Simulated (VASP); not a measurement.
Set up this calculation in VASP 6.6.1, as the native input.

| Item | Value |
| --- | --- |
| Task | single point |
| Functional | r2SCAN |
| Potentials or basis | VASP PAW PBE potentials, release 64 (Si) |
| Cutoff | 520 eV |
| k mesh | 14 × 14 × 14 |
| Occupations | fermi-dirac, width 0.1 eV |
| Spin | no spin polarisation |
| Dipole correction | no |
| Further INCAR settings | ALGO = Normal; EDIFF = 1e-07; NBANDS = 8 |

Crystal: Si.

```
CELL_PARAMETERS angstrom
2.55585 0.00000 0.00000
0.00000 2.55585 0.00000
0.00000 0.00000 2.55585
ATOMIC_POSITIONS crystal
Si 0.00000 0.00000 0.00000
```

This cell differs from its parent crystal: volume scaled by 1.04.

The input as run:

POSCAR

```
Si
1.0
    2.5558493009      0.0000000000      0.0000000000
    0.0000000000      2.5558493009      0.0000000000
    0.0000000000      0.0000000000      2.5558493009
Si
1
Direct
    0.0000000000      0.0000000000      0.0000000000
```

INCAR.step1

```
SYSTEM = Si
ALGO = Normal ; EDIFF = 1E-4
ENCUT = 520 ; GGA = PE
ISMEAR = -1 ; LASPH = .TRUE.
LCHARG = .FALSE. ; LREAL = .FALSE.
LWAVE = .TRUE. ; NBANDS = 8
NELM = 80 ; PREC = Accurate
SIGMA = 0.1
```

INCAR.step2

```
SYSTEM = Si
ALGO = Normal ; EDIFF = 1E-7
ENCUT = 520 ; ISIF = 2
ISMEAR = -1 ; ISTART = 1
LASPH = .TRUE. ; LCHARG = .FALSE.
LMIXTAU = .TRUE. ; LREAL = .FALSE.
LWAVE = .FALSE. ; METAGGA = R2SCAN
NBANDS = 8 ; NELM = 80
PREC = Accurate ; SIGMA = 0.1
```

KPOINTS

```
k-points
0
G
  14 14 14
  0 0 0
```

Potentials or basis: VASP PAW PBE potentials, release 64 (Si).

Run with:

```bash
$ cat potpaw_PBE.64/Si/POTCAR > POTCAR
$ cp INCAR.step1 INCAR
$ mpirun -np 1 vasp_std > vasp.out
$ cp INCAR.step2 INCAR
$ mpirun -np 1 vasp_std > vasp.out
```

Results of the run:

```json
{
 "Pressure": "-3.4 GPa",
 "Band gap on the k mesh": "zero (band 2 reaches 15.71 eV, above the bottom of band 3 at 4.88 eV)"
}
```

Caveat: the PAW data sets were made with another functional, which shifts forces and pressure a little.

It took 67 s on 1 thread of Intel Xeon 8259CL (shared host), peak memory 0.13 GiB.
